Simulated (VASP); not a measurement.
# Si2Ni (Fm-3m) in VASP: single point with PBE

Aim: the single point of Si2Ni with PBE.

Program: VASP 6.6.1. These are calculated values, not measurements. Logs are shortened: lines on timing, memory, paths and dates and some standing lists are left out, and cuts for length are marked.

### Step 1. The cell of the first run

It takes space group Fm-3m (No. 225, cubic). The conventional cell has a = 5.406 Å, b = 5.406 Å, c = 5.406 Å, α = 90.00°, β = 90.00°, γ = 90.00°. Within 3.1 Å of Si (site symmetry -43m) lie 4 Ni at 2.34 Å and 6 Si at 2.70 Å. Within 3.1 Å of Ni (site symmetry m-3m) lie 8 Si at 2.34 Å.

### Step 2. Single point, PBE, collinear spin, ferromagnetic start

Contents of POSCAR:

```
Si2Ni
1.0
    0.0000000000      2.7030000000      2.7030000000
    2.7030000000      0.0000000000      2.7030000000
    2.7030000000      2.7030000000      0.0000000000
Si Ni
2 1
Direct
    0.2500000000      0.2500000000      0.2500000000
    0.7500000000      0.7500000000      0.7500000000
    0.0000000000      0.0000000000      0.0000000000
```

Contents of INCAR.step1:

```
SYSTEM = Si2Ni
PREC = Accurate
ENCUT = 520
EDIFF = 1E-6
ISMEAR = -1
SIGMA = 0.1
LREAL = .False.
LASPH = .True.
NELM = 200
ALGO = Normal
ISIF = 2
LWAVE = .False.
LCHARG = .True.
ISPIN = 2
MAGMOM = 0 0 2
LMAXMIX = 4
GGA = PE
NBANDS = 20
GGA_COMPAT = .False.
NEDOS = 2001
LORBIT = 11
```

Contents of KPOINTS.step1:

```
Automatic mesh
0
Gamma
  10 10 10
  0 0 0
```

Contents of INCAR.step2:

```
SYSTEM = Si2Ni
PREC = Accurate
ENCUT = 520
EDIFF = 1E-6
ISMEAR = -5
SIGMA = 0.1
LREAL = .False.
LASPH = .True.
NELM = 200
ALGO = Normal
ISIF = 2
LWAVE = .False.
LCHARG = .False.
ISPIN = 2
MAGMOM = 0 0 2
LORBIT = 11
LMAXMIX = 4
GGA = PE
NEDOS = 2001
ICHARG = 11
GGA_COMPAT = .False.
```

Contents of KPOINTS.step2:

```
Automatic mesh
0
Gamma
  15 15 15
  0 0 0
```

Potentials or basis: VASP PAW PBE potentials, release 64 (Si, Ni).

On the command line:

```
$ cat potpaw_PBE.64/Si/POTCAR potpaw_PBE.64/Ni/POTCAR > POTCAR
$ cp INCAR.step1 INCAR
$ cp KPOINTS.step1 KPOINTS
$ mpirun -np 1 vasp_std > vasp.out
$ cp INCAR.step2 INCAR
$ cp KPOINTS.step2 KPOINTS
$ mpirun -np 1 vasp_std > vasp.out
```

OUTCAR:

```text
SYSTEM = Si2Ni
   PREC = Accurate
   ENCUT = 520
   EDIFF = 1E-6
   ISMEAR = -5
   LREAL = .False.
   LASPH = .True.
   NELM = 200
   ISIF = 2
   ISPIN = 2
   LORBIT = 11
   GGA = PE
   ICHARG = 11

 ion  position               nearest neighbor table
   1  0.250  0.250  0.250-   3 2.34   3 2.34   3 2.34   3 2.34   2 2.70   2 2.70   2 2.70   2 2.70
                             2 2.70   2 2.70
   2  0.750  0.750  0.750-   3 2.34   3 2.34   3 2.34   3 2.34   1 2.70   1 2.70   1 2.70   1 2.70
                             1 2.70   1 2.70
   3  0.000  0.000  0.000-   2 2.34   1 2.34   2 2.34   1 2.34   2 2.34   2 2.34   1 2.34   1 2.34

  LATTYP: Found a face centered cubic cell.
 ALAT       =     5.4060000000

  Lattice vectors:

 A1 = (   0.0000000000,   2.7030000000,   2.7030000000)
 A2 = (   2.7030000000,   0.0000000000,   2.7030000000)
 A3 = (   2.7030000000,   2.7030000000,   0.0000000000)

Analysis of symmetry for initial positions (statically):
=====================================================================
 Subroutine PRICEL returns:
 Original cell was already a primitive cell.

 Routine SETGRP: Setting up the symmetry group for a
 face centered cubic supercell.

 Subroutine GETGRP returns: Found 48 space group operations
 (whereof 48 operations were pure point group operations)
 out of a pool of 48 trial point group operations.

The static configuration has the point symmetry O_h .

Analysis of symmetry for dynamics (positions and initial velocities):
=====================================================================
 Subroutine PRICEL returns:
 Original cell was already a primitive cell.

 Routine SETGRP: Setting up the symmetry group for a
 face centered cubic supercell.

 Subroutine GETGRP returns: Found 48 space group operations
 (whereof 48 operations were pure point group operations)
 out of a pool of 48 trial point group operations.

The dynamic configuration has the point symmetry O_h .

Analysis of structural, dynamic, and magnetic symmetry:
=====================================================================
 Subroutine PRICEL returns:
 Original cell was already a primitive cell.

 Routine SETGRP: Setting up the symmetry group for a
 face centered cubic supercell.

 Subroutine GETGRP returns: Found 48 space group operations
 (whereof 48 operations were pure point group operations)
 out of a pool of 48 trial point group operations.

The overall configuration has the point symmetry O_h .

 Subroutine INISYM returns: Found 48 space group operations
 (whereof 48 operations are pure point group operations),
 and found     1 'primitive' translations

----------------------------------------------------------------------------------------

                                     Primitive cell

  volume of cell :      39.4974

  direct lattice vectors                    reciprocal lattice vectors
     0.000000000  2.703000000  2.703000000    -0.184979652  0.184979652  0.184979652
     2.703000000  0.000000000  2.703000000     0.184979652 -0.184979652  0.184979652
     2.703000000  2.703000000  0.000000000     0.184979652  0.184979652 -0.184979652

  length of vectors
     3.822619259  3.822619259  3.822619259     0.320394156  0.320394156  0.320394156

  position of ions in fractional coordinates (direct lattice)
     0.250000000  0.250000000  0.250000000
     0.750000000  0.750000000  0.750000000
     0.000000000  0.000000000  0.000000000

  ion indices of the primitive-cell ions
   primitive index   ion index
                 1           1
                 2           2
                 3           3

----------------------------------------------------------------------------------------

 KPOINTS: Automatic mesh

Automatic generation of k-mesh.
 Grid dimensions read from file:
 generate k-points for:   15   15   15

 Generating k-lattice:

  Cartesian coordinates                     Fractional coordinates (reciprocal lattice)
    -0.012331977  0.012331977  0.012331977     0.066666667  0.000000000  0.000000000
     0.012331977 -0.012331977  0.012331977     0.000000000  0.066666667  0.000000000
     0.012331977  0.012331977 -0.012331977     0.000000000  0.000000000  0.066666667

  Length of vectors
     0.021359610  0.021359610  0.021359610

[... 44 lines left out ...]
   NGXF,Y,Z  is equivalent  to a cutoff of  24.35, 24.35, 24.35 a.u.
 SYSTEM =  Si2Ni
   PREC   = accura    normal or accurate (medium, high low for compatibility)
   ISTART =      0    job   : 0-new  1-cont  2-samecut
   ICHARG =     11    charge: 1-file 2-atom 10-const
   ISPIN  =      2    spin polarized calculation?
   LNONCOLLINEAR =      F non collinear calculations
   LSORBIT =      F    spin-orbit coupling
   LASPH  =      T    aspherical Exc in radial PAW
   ENCUT  =  520.0 eV  38.22 Ry    6.18 a.u.   7.11  7.11  7.11*2*pi/ulx,y,z
   NELM   =    200;   NELMIN=  2; NELMDL=  0     # of ELM steps
   EDIFF  = 0.1E-05   stopping-criterion for ELM
   LREAL  =      F    real-space projection
   EDIFFG = 0.1E-04   stopping-criterion for IOM
   NSW    =      0    number of steps for IOM
   IBRION =     -1    ionic relax: 0-MD 1-quasi-New 2-CG
   NFREE  =      0    steps in history (QN), initial steepest desc. (CG)
   ISIF   =      2    stress and relaxation
   ISYM   =      2    0-nonsym 1-usesym 2-fastsym
   POTIM  = 0.5000    time-step for ionic-motion
   TEBEG  =    0.0;   TEEND  =   0.0 temperature during run
   PSTRESS=    0.0 pullay stress
   NELECT =      18.0000    total number of electrons
   NUPDOWN=      -1.0000    fix difference up-down
   EMIN   =  10.00;   EMAX   =-10.00  energy-range for DOS
   EFERMI =   0.00;   METHOD = LEGACY
   ISMEAR =    -5;   SIGMA  =   0.10  broadening in eV -4-tet -1-fermi 0-gaus
   EFERMI_NEDOS =   21; number of points for ismear=-14 and -15
   IALGO  =     38    algorithm
   IMIX   =      4    mixing-type and parameters
     AMIX     =   0.40;   BMIX     =  1.00
     AMIX_MAG =   1.60;   BMIX_MAG =  1.00
  volume/ion in A,a.u.               =      13.17        88.85
  Fermi-wavevector in a.u.,A,eV,Ry     =   1.259823  2.380721 21.594550  1.587155
  Thomas-Fermi vector in A             =   2.393364
   LORBIT       =     11    0 simple, 1 ext, 2 COOP (PROOUT), +10 PAW based schemes
   GGA     = PE    functional components
   LHFCALC =     F    Hartree Fock is set to
   AEXX    =    0.0000 exact exchange contribution
   IVDW    =     0    specifies the selected vdW correction
   LEPSILON=     F    determine dielectric tensor
   LRPA    =     F    only Hartree local field effects (RPA)
 spin polarized calculation
 Fermi weights with tetrahedron method with Bloechl corrections
  energy-cutoff  :      520.00
  volume of cell :       39.50
 maximum number of plane-waves:      1073

 number of electron      17.9999999 magnetization       0.0000261

 Free energy of the ion-electron system (eV)
  ---------------------------------------------------
  ext. energy  EPLUGINS =         0.00000000
  ---------------------------------------------------
  free energy    TOTEN  =       -17.36080319 eV

  energy without entropy =      -17.36080319  energy(sigma->0) =      -17.36080319

 E-fermi :  10.4594     XC(G=0): -11.5870

 val. band max:       10.7163917911   @ k =   0.2000   0.0000   0.0000
 cond. band min:      10.4479351526   @ k =  -0.4000   0.4667   0.0667
 fundamental gap:     -0.2684566385
 Fermi energy:        10.4594477364

 spin component 1

 k-point     1 :       0.0000    0.0000    0.0000
  band No.  band energies     occupation
      1      -3.3991      1.00000
      2       5.2460      1.00000
      3       5.2460      1.00000
      4       5.2460      1.00000
      5       6.9353      1.00000
      6       6.9353      1.00000
      7      10.1532      1.00000
      8      12.1483      0.00000
      9      12.1483      0.00000
     10      12.1483      0.00000
     11      12.7366      0.00000
     12      12.7366      0.00000
     13      12.7366      0.00000
     14      15.1791      0.00000
[... 379 lines left out ...]
      3       5.3184      1.00000
      4       5.3432      1.00000
      5       6.5866      1.00000
      6       7.0242      1.00000
      7       9.1946      1.00000
      8       9.7266      1.00699
      9      10.2667      0.78211
     10      10.8145     -0.00988
     11      13.1627      0.00000
     12      13.6119      0.00000
     13      15.0917      0.00000
     14      15.3750      0.00000

 [... further k-points ...]

 spin component 2

 k-point     1 :       0.0000    0.0000    0.0000
  band No.  band energies     occupation
      1      -3.3991      1.00000
      2       5.2460      1.00000
      3       5.2460      1.00000
      4       5.2460      1.00000
      5       6.9353      1.00000
      6       6.9353      1.00000
      7      10.1532      1.00000
      8      12.1484      0.00000
      9      12.1484      0.00000
     10      12.1484      0.00000
     11      12.7367      0.00000
     12      12.7367      0.00000
     13      12.7367      0.00000
     14      15.1792      0.00000
[... 379 lines left out ...]
      3       5.3184      1.00000
      4       5.3432      1.00000
      5       6.5866      1.00000
      6       7.0242      1.00000
      7       9.1947      1.00000
      8       9.7267      1.00699
      9      10.2667      0.78208
     10      10.8145     -0.00989
     11      13.1627      0.00000
     12      13.6119      0.00000
     13      15.0917      0.00000
     14      15.3751      0.00000

 [... further k-points ...]
[... 5 lines left out ...]
  --------------------------------------------------------------------------------------
  -------------------------------------------------------------------------------------
  Total        0.8664527      0.8664527      0.8664527     -0.0000000      0.0000000     -0.0000000
  in kB       35.1469223     35.1469223     35.1469223     -0.0000000      0.0000000     -0.0000000
  external PRESSURE =      35.1469223 kB  Pullay stress =       0.0000000 kB

 VOLUME and BASIS-vectors are now :
 -----------------------------------------------------------------------------
  energy-cutoff  :      520.00
  volume of cell :       39.50
      direct lattice vectors                 reciprocal lattice vectors
     0.000000000  2.703000000  2.703000000    -0.184979652  0.184979652  0.184979652
     2.703000000  0.000000000  2.703000000     0.184979652 -0.184979652  0.184979652
     2.703000000  2.703000000  0.000000000     0.184979652  0.184979652 -0.184979652

 POSITION                                       TOTAL-FORCE (eV/Angst)
 -----------------------------------------------------------------------------------
      1.35150      1.35150      1.35150         0.000000      0.000000      0.000000
      4.05450      4.05450      4.05450        -0.000000     -0.000000     -0.000000
      0.00000      0.00000      0.00000        -0.000000      0.000000      0.000000
 -----------------------------------------------------------------------------------
    total drift:                               -0.000000     -0.000000      0.000000

  FREE ENERGIE OF THE ION-ELECTRON SYSTEM (eV)
  ---------------------------------------------------
  free  energy   TOTEN  =       -17.3608031928 eV

  energy  without entropy=      -17.3608031928  energy(sigma->0) =      -17.36080319

 total charge

# of ion       s       p       d       tot
------------------------------------------
    1        0.739   0.845   0.000   1.585
    2        0.739   0.845   0.000   1.585
    3        0.559   0.802   8.449   9.810
--------------------------------------------------
tot          2.038   2.493   8.449  12.980

 magnetization (x)

# of ion       s       p       d       tot
------------------------------------------
    1        0.000  -0.000   0.000   0.000
    2        0.000  -0.000   0.000   0.000
    3        0.000   0.000   0.000   0.000
--------------------------------------------------
tot          0.000   0.000   0.000   0.000
```

Wall time 2.8 min (1 thread of Intel Xeon Platinum 8259CL at 2.50GHz (Skylake/Cascade Lake), shared host); peak memory 0.24 GiB.

Results:

```yaml
Net_moment: 0.00 μB per cell
Valence_electrons_inside_the_program's_atomic_spheres: Si 1.58; Ni 9.81
```

Levels at points of the mesh, in eV from the Fermi level:
Spin up:
```
           k point  band 7  band 8  band 9  band 10  band 11  band 12
(0.00, 0.00, 0.00)   -0.31    1.69    1.69     1.69     2.28     2.28
```
Spin down:
| k point | band 7 | band 8 | band 9 | band 10 | band 11 | band 12 |
| --- | --- | --- | --- | --- | --- | --- |
| (0.00, 0.00, 0.00) | -0.31 | 1.69 | 1.69 | 1.69 | 2.28 | 2.28 |

Caveat: the moments typed at the start vanished in this run.
